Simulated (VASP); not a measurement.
# MgB2 (P6/mmm) in VASP: notebook

MgB2 is run at these levels: r2SCAN+rVV10, r2SCAN; tasks: single point.

All numbers are computed with VASP 6.6.1; they aren't measurements. Logs are shortened: lines on timing, memory, paths and dates and some standing lists are left out, and cuts for length are marked.

## (1) The cell of the first run

Symmetry: P6/mmm, No. 191, hexagonal system. The conventional cell has a = 3.044 Å, b = 3.044 Å, c = 3.413 Å, α = 90.00°, β = 90.00°, γ = 120.00°. Within 3.2 Å of Mg (site symmetry 6/mmm) lie 12 B at 2.45 Å and 6 Mg at 3.04 Å. Within 2.3 Å of B (site symmetry -6m2) lie 3 B at 1.76 Å.

## (2) Single point, r2SCAN+rVV10 (9.13 Å³/atom)

Input file POSCAR:

```
MgB2
1.0
    3.0437085624      0.0000000000      0.0000000000
   -1.5218542812      2.6359289368      0.0000000000
    0.0000000000      0.0000000000      3.4130684338
Mg B
1 2
Direct
    0.0000000000      0.0000000000      0.0000000000
    0.3333333333      0.6666666667      0.5000000000
    0.6666666667      0.3333333333      0.5000000000
```

Input file INCAR.step1:

```
ALGO = Normal
EDIFF = 1E-4
ENCUT = 520
GGA = PE
ISMEAR = 0
LASPH = True
LCHARG = False
LREAL = False
LWAVE = True
NBANDS = 11
NELM = 80
PREC = Accurate
SIGMA = 0.05
```

Input file INCAR.step2:

```
ALGO = Normal
BPARAM = 11.95
CPARAM = 0.0093
EDIFF = 1E-7
ENCUT = 520
ISIF = 2
ISMEAR = 0
ISTART = 1
IVDW_NL = 2
LASPH = True
LCHARG = False
LMIXTAU = True
LREAL = False
LUSE_VDW = True
LWAVE = False
METAGGA = R2SCAN
NBANDS = 11
NELM = 80
PREC = Accurate
SIGMA = 0.05
```

Input file KPOINTS:

```
k-points
0
Gamma
  8 8 6
```

Potentials or basis: VASP PAW PBE potentials, release 64 (Mg, B).

Launch:

```bash
$ cat potpaw_PBE.64/Mg/POTCAR potpaw_PBE.64/B/POTCAR > POTCAR
$ cp INCAR.step1 INCAR
$ mpirun -np 1 vasp_std > vasp.out
$ cp INCAR.step2 INCAR
$ mpirun -np 1 vasp_std > vasp.out
```

OUTCAR:

```text
BPARAM = 11.95
   EDIFF = 1E-7
   ENCUT = 520
   ISIF = 2
   ISMEAR = 0
   ISTART = 1
   IVDW_NL = 2
   LASPH = True
   LREAL = False
   METAGGA = R2SCAN
   NELM = 80
   PREC = Accurate

 ion  position               nearest neighbor table
   1  0.000  0.000  0.000-   2 2.45   3 2.45   2 2.45   3 2.45   3 2.45   3 2.45   2 2.45   2 2.45
                             3 2.45   3 2.45   2 2.45   2 2.45
   2  0.333  0.667  0.500-   3 1.76   3 1.76   3 1.76   1 2.45   1 2.45   1 2.45   1 2.45   1 2.45
                             1 2.45
   3  0.667  0.333  0.500-   2 1.76   2 1.76   2 1.76   1 2.45   1 2.45   1 2.45   1 2.45   1 2.45
                             1 2.45

  LATTYP: Found a hexagonal cell.
 ALAT       =     3.0437085624
 C/A-ratio  =     1.1213519178

  Lattice vectors:

 A1 = (   3.0437085624,   0.0000000000,   0.0000000000)
 A2 = (  -1.5218542812,   2.6359289368,   0.0000000000)
 A3 = (   0.0000000000,   0.0000000000,   3.4130684338)

Analysis of symmetry for initial positions (statically):
=====================================================================
 Subroutine PRICEL returns:
 Original cell was already a primitive cell.

 Routine SETGRP: Setting up the symmetry group for a
 hexagonal supercell.

 Subroutine GETGRP returns: Found 24 space group operations
 (whereof 24 operations were pure point group operations)
 out of a pool of 24 trial point group operations.

The static configuration has the point symmetry D_6h.

Analysis of symmetry for dynamics (positions and initial velocities):
=====================================================================
 Subroutine PRICEL returns:
 Original cell was already a primitive cell.

 Routine SETGRP: Setting up the symmetry group for a
 hexagonal supercell.

 Subroutine GETGRP returns: Found 24 space group operations
 (whereof 24 operations were pure point group operations)
 out of a pool of 24 trial point group operations.

The dynamic configuration has the point symmetry D_6h.

 Subroutine INISYM returns: Found 24 space group operations
 (whereof 24 operations are pure point group operations),
 and found     1 'primitive' translations

----------------------------------------------------------------------------------------

                                     Primitive cell

  volume of cell :      27.3830

  direct lattice vectors                    reciprocal lattice vectors
     3.043708562  0.000000000  0.000000000     0.328546567  0.189686449  0.000000000
    -1.521854281  2.635928937  0.000000000     0.000000000  0.379372898  0.000000000
     0.000000000  0.000000000  3.413068434     0.000000000  0.000000000  0.292991488

  length of vectors
     3.043708562  3.043708562  3.413068434     0.379372898  0.379372898  0.292991488

  position of ions in fractional coordinates (direct lattice)
     0.000000000  0.000000000  0.000000000
     0.333333333  0.666666667  0.500000000
     0.666666667  0.333333333  0.500000000

  ion indices of the primitive-cell ions
   primitive index   ion index
                 1           1
                 2           2
                 3           3

----------------------------------------------------------------------------------------

 KPOINTS: k-points

Automatic generation of k-mesh.
 Grid dimensions read from file:
 generate k-points for:    8    8    6

 Generating k-lattice:

  Cartesian coordinates                     Fractional coordinates (reciprocal lattice)
     0.041068321  0.023710806  0.000000000     0.125000000 -0.000000000  0.000000000
     0.000000000  0.047421612  0.000000000     0.000000000  0.125000000  0.000000000
     0.000000000  0.000000000  0.048831915     0.000000000  0.000000000  0.166666667

  Length of vectors
     0.047421612  0.047421612  0.048831915

  Shift w.r.t. Gamma in fractional coordinates (k-lattice)
     0.000000000  0.000000000  0.000000000

 Subroutine IBZKPT returns following result:
 ===========================================

 Found     40 irreducible k-points:

 Following reciprocal coordinates:
            Coordinates               Weight
  0.000000  0.000000  0.000000      1.000000
  0.125000  0.000000  0.000000      6.000000
  0.250000  0.000000  0.000000      6.000000
  0.375000 -0.000000  0.000000      6.000000
  0.500000  0.000000  0.000000      3.000000
  0.125000  0.125000  0.000000      6.000000
[... 16 lines left out ...]
  0.250000  0.000000  0.333333     12.000000
  0.375000 -0.000000  0.333333     12.000000
 [... further k-points ...]
   k-points           NKPTS =     40   k-points in BZ     NKDIM =     40   number of bands    NBANDS=     11
   number of dos      NEDOS =    301   number of ions     NIONS =      3
   total plane-waves  NPLWV =  16128
   dimension x,y,z NGX =    24 NGY =   24 NGZ =   28
   dimension x,y,z NGXF=    48 NGYF=   48 NGZF=   56
   ions per type =               1   2
   NGX,Y,Z   is equivalent  to a cutoff of  13.11, 13.11, 13.64 a.u.
   NGXF,Y,Z  is equivalent  to a cutoff of  26.22, 26.22, 27.28 a.u.
 SYSTEM =  unknown system
   PREC   = accura    normal or accurate (medium, high low for compatibility)
   ISTART =      1    job   : 0-new  1-cont  2-samecut
   ICHARG =      0    charge: 1-file 2-atom 10-const
   ISPIN  =      1    spin polarized calculation?
   LNONCOLLINEAR =      F non collinear calculations
   LSORBIT =      F    spin-orbit coupling
   LASPH  =      T    aspherical Exc in radial PAW
   ENCUT  =  520.0 eV  38.22 Ry    6.18 a.u.   5.66  5.66  6.35*2*pi/ulx,y,z
   NELM   =     80;   NELMIN=  2; NELMDL=  0     # of ELM steps
   EDIFF  = 0.1E-06   stopping-criterion for ELM
   LREAL  =      F    real-space projection
   EDIFFG = 0.1E-05   stopping-criterion for IOM
   NSW    =      0    number of steps for IOM
   IBRION =     -1    ionic relax: 0-MD 1-quasi-New 2-CG
   NFREE  =      0    steps in history (QN), initial steepest desc. (CG)
   ISIF   =      2    stress and relaxation
   ISYM   =      2    0-nonsym 1-usesym 2-fastsym
   POTIM  = 0.5000    time-step for ionic-motion
   TEBEG  =    0.0;   TEEND  =   0.0 temperature during run
   PSTRESS=    0.0 pullay stress
   NELECT =       8.0000    total number of electrons
   NUPDOWN=      -1.0000    fix difference up-down
   EMIN   =  10.00;   EMAX   =-10.00  energy-range for DOS
   EFERMI =   0.00;   METHOD = LEGACY
   ISMEAR =     0;   SIGMA  =   0.05  broadening in eV -4-tet -1-fermi 0-gaus
   EFERMI_NEDOS =   21; number of points for ismear=-14 and -15
   IALGO  =     38    algorithm
   IMIX   =      4    mixing-type and parameters
     AMIX     =   0.40;   BMIX     =  1.00
     AMIX_MAG =   1.60;   BMIX_MAG =  1.00
  volume/ion in A,a.u.               =       9.13        61.60
  Fermi-wavevector in a.u.,A,eV,Ry     =   1.086286  2.052783 16.055114  1.180018
  Thomas-Fermi vector in A             =   2.222419
   LORBIT       =      0    0 simple, 1 ext, 2 COOP (PROOUT), +10 PAW based schemes
   METAGGA = R2SCAN    functional components
   LHFCALC =     F    Hartree Fock is set to
   AEXX    =    0.0000 exact exchange contribution
   IVDW_NL    =     2    kernel type
   BPARAM     =11.9500
   IVDW    =     0    specifies the selected vdW correction
   LEPSILON=     F    determine dielectric tensor
   LRPA    =     F    only Hartree local field effects (RPA)
 non-spin polarized calculation
 Gauss-broadening in eV      SIGMA  =   0.05
  energy-cutoff  :      520.00
  volume of cell :       27.38
 maximum number of plane-waves:       757
 NGX is ok and might be reduce to    24
   NGX = 11   NGY = 11   NGZ = 13

 number of electron       8.0000000 magnetization

 Free energy of the ion-electron system (eV)
  ---------------------------------------------------
  ext. energy  EPLUGINS =         0.00000000
  ---------------------------------------------------
  free energy    TOTEN  =       -19.22403868 eV

  energy without entropy =      -19.22279297  energy(sigma->0) =      -19.22341583

 E-fermi :   5.7362     XC(G=0): -11.8003

 val. band max:        5.7019081266   @ k =   0.1250   0.0000   0.3333
 cond. band min:       5.7858087073   @ k =   0.3750   0.1250   0.3333
 fundamental gap:      0.0839005807
 Fermi energy:         5.7361510154

 k-point     1 :       0.0000    0.0000    0.0000
  band No.  band energies     occupation
      1      -7.8840      2.00000
      2       2.6556      2.00000
      3       6.0311      0.00000
      4       6.0311      0.00000
      5       8.0845      0.00000
      6      12.3750      0.00000
      7      12.3750      0.00000
      8      14.5083      0.00000
      9      16.9337      0.00000
     10      19.9471      0.00000
     11      23.5639      0.00000

 k-point     2 :       0.1250    0.0000    0.0000
  band No.  band energies     occupation
      1      -7.5909      2.00000
      2       2.9392      2.00000
      3       4.6304      2.00000
      4       5.3884      2.00000
      5       8.3127      0.00000
      6      12.2609      0.00000
      7      13.6229      0.00000
      8      15.1864      0.00000
      9      15.8384      0.00000
     10      21.2336      0.00000
     11      22.5230      0.00000

 k-point     3 :       0.2500    0.0000    0.0000
  band No.  band energies     occupation
      1      -6.7195      2.00000
      2       1.9184      2.00000
      3       3.7722      2.00000
      4       4.3011      2.00000
      5       8.9763      0.00000
      6      11.6711      0.00000
      7      13.3432      0.00000
      8      16.0671      0.00000
      9      16.4679      0.00000
     10      21.3401      0.00000
     11      21.6086      0.00000
[... 267 lines left out ...]
 k-point    23 :       0.2500    0.0000    0.3333
  band No.  band energies     occupation
      1      -5.8344      2.00000
      2      -0.0033      2.00000
      3       2.4653      2.00000
      4       4.5778      2.00000
      5       9.8033      0.00000
      6      12.1473      0.00000
      7      15.7650      0.00000
      8      16.7803      0.00000
      9      17.2310      0.00000
     10      18.1706      0.00000
     11      18.8877      0.00000

 k-point    24 :       0.3750   -0.0000    0.3333
  band No.  band energies     occupation
      1      -4.4794      2.00000
      2      -0.1890      2.00000
      3       1.4590      2.00000
      4       3.7688      2.00000
      5       6.9381      0.00000
      6      11.6824      0.00000
      7      16.4113      0.00000
      8      16.5717      0.00000
      9      17.4702      0.00000
     10      20.3192      0.00000
     11      20.3379      0.00000

 [... further k-points ...]

------------------------ aborting loop because EDIFF is reached ----------------------------------------

  FORCE on cell =-STRESS in cart. coord.  units (eV):
  Direction    XX          YY          ZZ          XY          YZ          ZX
  --------------------------------------------------------------------------------------
  -------------------------------------------------------------------------------------
  Total        1.0618495      1.0618495      1.0036519      0.0000000     -0.0000000     -0.0000000
  in kB       62.1286313     62.1286313     58.7234987      0.0000000     -0.0000000     -0.0000000
  external PRESSURE =      60.9935871 kB  Pullay stress =       0.0000000 kB

 VOLUME and BASIS-vectors are now :
 -----------------------------------------------------------------------------
  energy-cutoff  :      520.00
  volume of cell :       27.38
      direct lattice vectors                 reciprocal lattice vectors
     3.043708562  0.000000000  0.000000000     0.328546567  0.189686449  0.000000000
    -1.521854281  2.635928937  0.000000000     0.000000000  0.379372898  0.000000000
     0.000000000  0.000000000  3.413068434     0.000000000  0.000000000  0.292991488

 POSITION                                       TOTAL-FORCE (eV/Angst)
 -----------------------------------------------------------------------------------
      0.00000      0.00000      0.00000        -0.000000      0.000000      0.000000
     -0.00000      1.75729      1.70653        -0.000000      0.000000      0.000000
      1.52185      0.87864      1.70653         0.000000     -0.000000      0.000000
 -----------------------------------------------------------------------------------
    total drift:                                0.000000     -0.000000      0.000000

  FREE ENERGIE OF THE ION-ELECTRON SYSTEM (eV)
  ---------------------------------------------------
  free  energy   TOTEN  =       -19.2240386808 eV

  energy  without entropy=      -19.2227929706  energy(sigma->0) =      -19.22341583
```

It took 45 s on 1 thread of Intel Xeon Platinum 8375C at 2.90GHz (Ice Lake), shared host; peak memory 0.23 GiB.

What came out:

* Free energy: -19.2240 eV
* Pressure: 6.1 GPa
* Band gap on the k mesh: zero (bands 4 and 5 overlap by 2.92 eV)

Caveat: the cell stands under pressure; the PAW data sets were made with another functional, which shifts forces and pressure a little.

[end of part 1 of 2]
